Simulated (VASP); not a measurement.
Runs of VASP 6.6.1 on Ta. The structure is that of space group Im-3m (No. 229), or close to it. The cells are those of the table. 

| cell | gap on the mesh (eV) | pressure (GPa) |
| --- | --- | --- |
| a = 2.833 Å, angles 111.1, 111.1, 106.2°, 1 atom | none | 8.4 |
| a = 2.774 Å, angles 109.5°, 1 atom | none | (b) |
| a = 2.818 Å, angles 110.7, 110.7, 107.0°, 1 atom | none | 11.8 |
| a = 2.946 Å, angles 109.5°, 1 atom | none | -14.5 |
| a = 2.803 Å, angles 110.3, 110.3, 107.8°, 1 atom | none | (a) |

Alike in all rows: task single point; level r2SCAN; potentials or basis VASP PAW PBE potentials, release 64 (Ta_pv); no spin polarisation; k mesh 20 × 20 × 20; cutoff (eV) 520; smearing gaussian 0.15 eV.

Fill in the values left out.

(a) 15.4; (b) 23.7.

Caveats: the PAW data sets were made with another functional, which shifts forces and pressure a little; spin-orbit coupling is left out, which moves the levels of the heavy elements.

A k mesh can miss the band edges, and the runs leave out spin-orbit coupling on Ta.

A gap of «none» marks levels without a gap at the run's occupations.
